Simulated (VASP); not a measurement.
Here is a VASP 6.6.1 calculation.

Contents of INCAR:

```
PREC = Accurate
ENCUT = 520
EDIFF = 1E-7
ISMEAR = 0
SIGMA = 0.1
LREAL = False
LASPH = True
NELM = 100
ALGO = Fast
ISIF = 2
LWAVE = False
LCHARG = False
GGA = PE
NBANDS = 33
```

Contents of KPOINTS:

```
regular mesh
0
Gamma
  6 6 10
```

File POSCAR:

```
MgSn2O3
1.0
    6.1683202070      0.0000000000      0.0000000000
   -3.0841601035      5.3419219979      0.0000000000
    0.0000000000      0.0000000000      3.9328918627
Mg Sn O
1 2 3
Direct
    0.0000000000      0.0000000000      0.5000000000
    0.3333333333      0.6666666667      0.5000000000
    0.6666666667      0.3333333333      0.5000000000
    0.3333333333      0.6666666667      0.0000000000
    0.6666666667      0.3333333333      0.0000000000
    0.0000000000      0.0000000000      0.0000000000
```

Potentials or basis: VASP PAW PBE potentials, release 64 (Mg, Sn_d, O).

The run is started by

```sh
$ cat potpaw_PBE.64/Mg/POTCAR potpaw_PBE.64/Sn_d/POTCAR potpaw_PBE.64/O/POTCAR > POTCAR
$ mpirun -np 1 vasp_std > vasp.out
```

Task: Predict the pressure.

Result: 0.0 GPa.

Task: Predict the band gap on the k mesh.

Result: Zero (bands 24 and 25 overlap by 0.60 eV).

Stress tensor (GPa, compression positive):
```
-0.18  0.00  0.00
 0.00 -0.18  0.00
 0.00  0.00  0.45
```

Caveat: semilocal functionals underestimate gaps, and a narrow one can read as zero; spin-orbit coupling is left out, which moves the levels of the heavy elements.
